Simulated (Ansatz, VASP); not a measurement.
# Na2B5: VASP beside Ansatz

```
Na B
1.0
     4.63472    0.00000    0.00000
     0.00000    4.63472    0.00000
     0.00000    0.00000    7.60819
Na B
2 5
Direct
  0.50000 0.50000 0.21060
  0.50000 0.50000 0.78940
  0.33330 0.00000 0.00000
  0.66670 0.00000 0.00000
  0.00000 0.33330 0.00000
  0.00000 0.66670 0.00000
  0.00000 0.00000 0.00000
```

Alike in both runs: functional PBE; k mesh 8 × 8 × 6; occupations gaussian, width 0.1 eV; no spin polarisation.

Ansatz relaxed the structure, and its values are those at the end. VASP's run is a single point on that final structure, the one shown.

```csv
,VASP,Ansatz
version,VASP 6.6.1,Ansatz 0.2.0
potentials or method,"VASP PAW PBE potentials, release 64 (Na_pv, B), cutoff 520 eV","scalar-relativistic, plane waves, PAW"
valence electrons in the cell,29,33
```

```csv
,VASP,Ansatz,Ansatz less VASP
gap on the k mesh at the Fermi level (eV),none,none,-
pressure (GPa),0.0,0.0,+0.02
rms of the force components (eV/Å),0.005,0.004,-0.0012
```

A gap of «none» marks a metal or a gap that the smearing closes. VASP's potentials hold 29 valence electrons a cell and Ansatz's 33, so a difference there can come from the potentials and not from the codes.
